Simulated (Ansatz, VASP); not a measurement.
## SiO2: VASP beside Ansatz

```
CELL_PARAMETERS angstrom
4.18541 0.00000 0.00000
0.00000 4.35282 0.00000
0.00000 0.00000 2.66874
ATOMIC_POSITIONS crystal
Si 0.50000 0.50000 0.50000
Si 0.00000 0.00000 0.00000
O 0.69389 0.69389 0.00000
O 0.19389 0.80611 0.50000
O 0.30611 0.30611 0.00000
O 0.80611 0.19389 0.50000
```

Change from the starting cell: strain +0.0400 x Voigt [0, 1, 0, 0, 0, 0], atoms carried along.

Alike in both runs: task single point; functional r2SCAN; k mesh 6 × 6 × 8; occupations gaussian, width 0.05 eV; no spin polarisation.

|  | VASP | Ansatz |
| --- | --- | --- |
| version | VASP 6.6.1 | Ansatz 0.2.0 |
| potentials or method | VASP PAW PBE potentials, release 64 (Si, O), cutoff 520 eV | scalar-relativistic, plane waves, PAW |
| valence electrons in the cell | 32 | 32 |

|  | VASP | Ansatz | Ansatz less VASP |
| --- | --- | --- | --- |
| gap on the k mesh at the Fermi level (eV) | 5.83 | 5.84 | +0.008 |
| least direct gap on the mesh (eV) | 5.83 | 5.84 | +0.008 |
| pressure (GPa) | -10.9 | -11.2 | -0.36 |
| traceless stress, the component that is largest in VASP (GPa) | -9.49 | -9.20 | +0.297 |
| rms of the force components (eV/Å) | 0.213 | 0.225 | +0.0112 |

VASP's potentials were made for PBE, not for r2SCAN. Atom by atom the forces differ by 0.012 eV/Å (rms over components).
